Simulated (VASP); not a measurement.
Here is a VASP 6.6.1 calculation.

Contents of INCAR:

```
PREC = Accurate
ENCUT = 520
EDIFF = 1E-6
ISMEAR = 0
SIGMA = 0.05
LREAL = False
LASPH = True
NELM = 100
ALGO = Normal
ISIF = 2
LWAVE = False
LCHARG = False
GGA = PE
NBANDS = 16
```

File KPOINTS:

```
Automatic mesh
0
Gamma
  10 10 10
```

POSCAR

```
GaAs
1.0
    0.0000000000      2.8975212500      2.6855075000
    2.8975212500      0.0000000000      2.6855075000
    2.8975212500      2.8975212500      0.0000000000
Ga As
1 1
Direct
    0.0000000000      0.0000000000      0.0000000000
    0.7500000000      0.7500000000      0.7500000000
```

Potentials or basis: VASP PAW PBE potentials, release 64 (Ga_d, As).

Launch:

```sh
$ cat potpaw_PBE.64/Ga_d/POTCAR potpaw_PBE.64/As/POTCAR > POTCAR
$ mpirun -np 1 vasp_std > vasp.out
```

(1) Predict the pressure.

(2) Estimate the band gap on the k mesh.

Results:

(1) 3.5 GPa.

(2) 0.24 eV.

Caveat: the cell differs from its parent crystal (strain +0.025 along x and y, -0.050 along z); the cell stands under pressure.
